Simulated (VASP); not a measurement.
# WS2 (P-6m2) in VASP: single point with PBE

Aim: the single point of WS2 with PBE.

Program: VASP 6.6.1. These are calculated values, not measurements. Logs are shortened: lines on timing, memory, paths and dates and some standing lists are left out, and cuts for length are marked.

**1. The cell of the first run**

Symmetry: P-6m2, No. 187, hexagonal system. Conventional cell: a = 3.274 Å, b = 3.274 Å, c = 13.618 Å, α = 90.00°, β = 90.00°, γ = 120.00°. W (site symmetry -6m2) has 6 S at 2.63 Å and 6 W at 3.27 Å within 3.5 Å. W (site symmetry -6m2) has 6 S at 2.30 Å within 3.0 Å. Within 3.0 Å of S (site symmetry 3m) lie 3 W at 2.30 Å and 1 S at 2.61 Å. S (site symmetry 3m) has 3 W at 2.63 Å and 6 S at 3.27 Å within 3.5 Å.

**2. Single point, PBE (strained and its atoms moved)**

File INCAR:

```
ALGO     = Normal         # electronic algorithm
EDIFF    = 1E-6           # SCF threshold, eV
ENCUT    = 520            # plane-wave cutoff, eV
GGA      = PE             # functional
ISIF     = 2              # what is computed and relaxed
ISMEAR   = 0              # smearing method
LASPH    = T              # aspherical terms in the spheres
LCHARG   = F              # write CHGCAR
LREAL    = F              # projectors in reciprocal space
LWAVE    = F              # write WAVECAR
NBANDS   = 35             # bands
NELM     = 100            # most SCF steps
PREC     = Accurate       # precision mode
SIGMA    = 0.02           # smearing width, eV
```

File KPOINTS:

```
k-points
0
Gamma
  12 12 4
```

File POSCAR:

```
WS2
1.0
    3.2735870505      0.0000000000      0.0000000000
   -1.6367935253      2.8350095472      0.0000000000
    0.0000000000      0.0000000000     13.6178750000
W S
2 4
Direct
    0.3333333333      0.6666666667      0.2500000000
    0.6666666667      0.3333333333      0.7500000000
    0.3333333333      0.6666666667      0.6543484596
    0.6666666667      0.3333333333      0.1155074144
    0.3333333333      0.6666666667      0.8456515404
    0.6666666667      0.3333333333      0.3844925856
```

Potentials or basis: VASP PAW PBE potentials, release 64 (W_sv, S).

Run with:

```sh
> cat potpaw_PBE.64/W_sv/POTCAR potpaw_PBE.64/S/POTCAR > POTCAR
> mpirun -np 1 vasp_std > vasp.out
```

OUTCAR:

```text
EDIFF = 1E-6
   ENCUT = 520
   GGA = PE
   ISIF = 2
   ISMEAR = 0
   LASPH = T
   LREAL = F
   NELM = 100
   PREC = Accurate

 ion  position               nearest neighbor table
   1  0.333  0.667  0.250-   4 2.63   6 2.63   4 2.63   6 2.63   4 2.63   6 2.63
   2  0.667  0.333  0.750-   3 2.30   5 2.30   3 2.30   5 2.30   3 2.30   5 2.30
   3  0.333  0.667  0.654-   2 2.30   2 2.30   2 2.30   5 2.61
   4  0.667  0.333  0.116-   1 2.63   1 2.63   1 2.63
   5  0.333  0.667  0.846-   2 2.30   2 2.30   2 2.30   3 2.61
   6  0.667  0.333  0.384-   1 2.63   1 2.63   1 2.63

  LATTYP: Found a hexagonal cell.
 ALAT       =     3.2735870505
 C/A-ratio  =     4.1599245079

  Lattice vectors:

 A1 = (   3.2735870505,   0.0000000000,   0.0000000000)
 A2 = (  -1.6367935253,   2.8350095472,   0.0000000000)
 A3 = (   0.0000000000,   0.0000000000,  13.6178750000)

Analysis of symmetry for initial positions (statically):
=====================================================================
 Subroutine PRICEL returns:
 Original cell was already a primitive cell.

 Routine SETGRP: Setting up the symmetry group for a
 hexagonal supercell.

 Subroutine GETGRP returns: Found 12 space group operations
 (whereof  6 operations were pure point group operations)
 out of a pool of 24 trial point group operations.

The static configuration has the point symmetry C_3v.
 The point group associated with its full space group is D_3h.

Analysis of symmetry for dynamics (positions and initial velocities):
=====================================================================
 Subroutine PRICEL returns:
 Original cell was already a primitive cell.

 Routine SETGRP: Setting up the symmetry group for a
 hexagonal supercell.

 Subroutine GETGRP returns: Found 12 space group operations
 (whereof  6 operations were pure point group operations)
 out of a pool of 24 trial point group operations.

The dynamic configuration has the point symmetry C_3v.
 The point group associated with its full space group is D_3h.

 Subroutine INISYM returns: Found 12 space group operations
 (whereof  6 operations are pure point group operations),
 and found     1 'primitive' translations

----------------------------------------------------------------------------------------

                                     Primitive cell
[... 93 lines left out ...]
   ISPIN  =      1    spin polarized calculation?
   LNONCOLLINEAR =      F non collinear calculations
   LSORBIT =      F    spin-orbit coupling
   LASPH  =      T    aspherical Exc in radial PAW
   ENCUT  =  520.0 eV  38.22 Ry    6.18 a.u.   6.09  6.09 25.32*2*pi/ulx,y,z
   NELM   =    100;   NELMIN=  2; NELMDL= -5     # of ELM steps
   EDIFF  = 0.1E-05   stopping-criterion for ELM
   LREAL  =      F    real-space projection
   EDIFFG = 0.1E-04   stopping-criterion for IOM
   NSW    =      0    number of steps for IOM
   IBRION =     -1    ionic relax: 0-MD 1-quasi-New 2-CG
   NFREE  =      0    steps in history (QN), initial steepest desc. (CG)
   ISIF   =      2    stress and relaxation
   ISYM   =      2    0-nonsym 1-usesym 2-fastsym
   POTIM  = 0.5000    time-step for ionic-motion
   TEBEG  =    0.0;   TEEND  =   0.0 temperature during run
   PSTRESS=    0.0 pullay stress
   NELECT =      52.0000    total number of electrons
   NUPDOWN=      -1.0000    fix difference up-down
   EMIN   =  10.00;   EMAX   =-10.00  energy-range for DOS
   EFERMI =   0.00;   METHOD = LEGACY
   ISMEAR =     0;   SIGMA  =   0.02  broadening in eV -4-tet -1-fermi 0-gaus
   EFERMI_NEDOS =   21; number of points for ismear=-14 and -15
   IALGO  =     38    algorithm
   IMIX   =      4    mixing-type and parameters
     AMIX     =   0.40;   BMIX     =  1.00
     AMIX_MAG =   1.60;   BMIX_MAG =  1.00
  volume/ion in A,a.u.               =      21.06       142.15
  Fermi-wavevector in a.u.,A,eV,Ry     =   1.217624  2.300977 20.172124  1.482609
  Thomas-Fermi vector in A             =   2.352938
   LORBIT       =      0    0 simple, 1 ext, 2 COOP (PROOUT), +10 PAW based schemes
   GGA     = PE    functional components
   LHFCALC =     F    Hartree Fock is set to
   AEXX    =    0.0000 exact exchange contribution
   IVDW    =     0    specifies the selected vdW correction
   LEPSILON=     F    determine dielectric tensor
   LRPA    =     F    only Hartree local field effects (RPA)
 non-spin polarized calculation
 Gauss-broadening in eV      SIGMA  =   0.02
  energy-cutoff  :      520.00
  volume of cell :      126.38
 maximum number of plane-waves:      3450
   NGX = 13   NGY = 13   NGZ = 51

 number of electron      51.9999995 magnetization

 Free energy of the ion-electron system (eV)
  ---------------------------------------------------
  ext. energy  EPLUGINS =         0.00000000
  ---------------------------------------------------
  free energy    TOTEN  =       -44.66993735 eV

  energy without entropy =      -44.66901781  energy(sigma->0) =      -44.66947758

 E-fermi :   5.5862     XC(G=0):  -9.8858

 val. band max:        5.2746661145   @ k =   0.0833   0.0833   0.5000
 cond. band min:       5.5887808786   @ k =   0.3333   0.2500   0.0000
 fundamental gap:      0.3141147641
 Fermi energy:         5.5862119553

 k-point     1 :       0.0000    0.0000    0.0000
  band No.  band energies     occupation
      1     -69.4249      2.00000
      2     -69.2414      2.00000
      3     -33.5521      2.00000
      4     -33.5521      2.00000
      5     -33.5263      2.00000
      6     -33.5118      2.00000
[... 901 lines left out ...]
     34       9.7981      0.00000
     35      10.3357      0.00000

 [... further k-points ...]
[... 5 lines left out ...]
  --------------------------------------------------------------------------------------
  -------------------------------------------------------------------------------------
  Total       -0.9038788     -0.9038788      1.3261779      0.0000000      0.0000000      0.0000000
  in kB      -11.4586385    -11.4586385     16.8122016      0.0000000      0.0000000      0.0000000
  external PRESSURE =      -2.0350251 kB  Pullay stress =       0.0000000 kB

 VOLUME and BASIS-vectors are now :
 -----------------------------------------------------------------------------
  energy-cutoff  :      520.00
  volume of cell :      126.38
      direct lattice vectors                 reciprocal lattice vectors
     3.273587051  0.000000000  0.000000000     0.305475304  0.176366249  0.000000000
    -1.636793525  2.835009547  0.000000000     0.000000000  0.352732498  0.000000000
     0.000000000  0.000000000 13.617875000     0.000000000  0.000000000  0.073432896

 POSITION                                       TOTAL-FORCE (eV/Angst)
 -----------------------------------------------------------------------------------
     -0.00000      1.89001      3.40447        -0.000000      0.000000      0.000000
      1.63679      0.94500     10.21341        -0.000000      0.000000     -0.000000
     -0.00000      1.89001      8.91084         0.000000     -0.000000     -5.759689
      1.63679      0.94500      1.57297        -0.000000      0.000000      3.753786
     -0.00000      1.89001     11.51598         0.000000     -0.000000      5.759689
      1.63679      0.94500      5.23597        -0.000000     -0.000000     -3.753786
 -----------------------------------------------------------------------------------
    total drift:                                0.000000     -0.000000      0.000000

  FREE ENERGIE OF THE ION-ELECTRON SYSTEM (eV)
  ---------------------------------------------------
  free  energy   TOTEN  =       -44.6699373490 eV

  energy  without entropy=      -44.6690178116  energy(sigma->0) =      -44.66947758
```

OSZICAR:

```text
N       E                     dE             d eps       ncg     rms          rms(c)
DAV:   1     0.505201226091E+03    0.50520E+03   -0.28246E+04  4414   0.144E+03
DAV:   2    -0.150517673498E+02   -0.52025E+03   -0.50334E+03  4705   0.392E+02
DAV:   3    -0.471178331960E+02   -0.32066E+02   -0.31509E+02  4980   0.934E+01
DAV:   4    -0.479781112757E+02   -0.86028E+00   -0.85467E+00  4907   0.160E+01
DAV:   5    -0.479988022004E+02   -0.20691E-01   -0.20675E-01  4894   0.262E+00    0.373E+01
DAV:   6    -0.455491230368E+02    0.24497E+01   -0.11083E+01  4410   0.216E+01    0.168E+01
DAV:   7    -0.457499939723E+02   -0.20087E+00   -0.83568E+00  4276   0.137E+01    0.962E+00
DAV:   8    -0.447439507687E+02    0.10060E+01   -0.52918E+00  4328   0.798E+00    0.382E+00
DAV:   9    -0.446791815743E+02    0.64769E-01   -0.29352E-01  4460   0.307E+00    0.111E+00
DAV:  10    -0.446743966056E+02    0.47850E-02   -0.23413E-02  4806   0.726E-01    0.634E-01
DAV:  11    -0.446710993289E+02    0.32973E-02   -0.96021E-03  4710   0.545E-01    0.285E-01
DAV:  12    -0.446704798060E+02    0.61952E-03   -0.22305E-03  4849   0.217E-01    0.111E-01
DAV:  13    -0.446702119046E+02    0.26790E-03   -0.30439E-04  4942   0.857E-02    0.503E-02
DAV:  14    -0.446699935400E+02    0.21836E-03   -0.36047E-04  4976   0.920E-02    0.261E-02
DAV:  15    -0.446699650487E+02    0.28491E-04   -0.86628E-05  4627   0.359E-02    0.173E-02
DAV:  16    -0.446699366221E+02    0.28427E-04   -0.92335E-05  4649   0.451E-02    0.119E-02
DAV:  17    -0.446699372698E+02   -0.64771E-06   -0.18438E-05  4268   0.162E-02    0.481E-03
DAV:  18    -0.446699373490E+02   -0.79227E-07   -0.11776E-06  3028   0.454E-03
   1 F= -.44669937E+02 E0= -.44669478E+02  d E =-.919537E-03
```

Run time: 4.3 min. Hardware: 1 thread of Intel Xeon 6975P-C, shared host; peak memory 0.36 GiB.

Results:

| Property | Result |
| --- | --- |
| Free energy | -44.6699 eV |
| Pressure | -0.2 GPa |
| Largest force | 5.760 eV/Å |
| Band gap on the k mesh | zero (band 26 reaches 5.97 eV, above the bottom of band 27 at 5.11 eV) |

Forces on the atoms (eV/Å):
```
W    0.000  0.000  0.000
W    0.000  0.000  0.000
S    0.000  0.000 -5.760
S    0.000  0.000  3.754
S    0.000  0.000  5.760
S    0.000  0.000 -3.754
```

Caveat: the cell differs from its parent crystal (strained and its atoms moved); spin-orbit coupling is left out, which moves the levels of the heavy elements; this functional lacks dispersion, which binds the layers, so the pressure and a relaxed spacing across them are unreliable; forces of over 1 eV/Å act on the atoms, so gaps and moduli don't describe the material at rest.
